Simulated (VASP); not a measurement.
Se:

```
Se
1.0
     4.33690    0.00000    0.00000
    -2.16845    3.75586    0.00000
     0.00000    0.00000    4.92035
Se
3
Direct
  0.77460 0.77460 0.00000
  0.00000 0.22540 0.66667
  0.22540 0.00000 0.33333
```

Base run:

* Program: VASP 6.6.1
* Functional: revPBE
* Potentials or basis: VASP PAW PBE potentials, release 64 (Se)
* Cutoff: 520 eV
* k mesh: 7 × 7 × 6
* Occupations: fermi-dirac, width 0.05 eV
* Spin: no spin polarisation

Its results: band gap on the k mesh 1.25 eV (least direct gap 1.52 eV); pressure 5.5 GPa; largest force 0.641 eV/Å.

Problem. The run is repeated on the same cell with these changes: functional from revPBE to r2SCAN; dispersion from none to D3(BJ). What comes out?

Solution. Band gap on the k mesh 1.44 eV (least direct gap 1.73 eV); pressure 1.7 GPa; largest force 0.263 eV/Å.

Several settings changed at once.

Caveats: the PAW data sets were made with another functional, which shifts forces and pressure a little; the cell stands under pressure (at least some runs).

A k mesh can miss the band edges.
